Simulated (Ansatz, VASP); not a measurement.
## Al2O3: VASP beside Ansatz

```
Al O
1.0
     2.36436    1.36506    4.29655
    -2.36436    1.36506    4.29655
     0.00000   -2.73013    4.29655
Al O
4 6
Direct
  0.35198 0.35198 0.35198
  0.14802 0.14802 0.14802
  0.64802 0.64802 0.64802
  0.85198 0.85198 0.85198
  0.55583 0.94417 0.25000
  0.25000 0.55583 0.94417
  0.94417 0.25000 0.55583
  0.44417 0.05583 0.75000
  0.75000 0.44417 0.05583
  0.05583 0.75000 0.44417
```

Alike in both runs: functional LDA; k mesh 9 × 9 × 9; occupations gaussian, width 0.02 eV; no spin polarisation.

Ansatz relaxed the structure, and its values are those at the end. VASP's run is a single point on that final structure, the one shown.

|  | VASP | Ansatz |
| --- | --- | --- |
| version | VASP 6.6.1 | Ansatz 0.2.0 |
| potentials or method | VASP PAW LDA potentials, release 64 (Al, O), cutoff 520 eV | scalar-relativistic, plane waves, PAW |
| valence electrons in the cell | 48 | 48 |

```csv
,VASP,Ansatz,Ansatz less VASP
gap on the k mesh at the Fermi level (eV),6.45,6.44,-0.006
least direct gap on the mesh (eV),6.45,6.44,-0.006
pressure (GPa),0.9,0.0,-0.91
```

Ansatz warns that its potentials were made for another functional, while VASP's fit it. LDA's correlation is that of Perdew and Zunger in VASP and of Perdew and Wang (1992) in Ansatz.
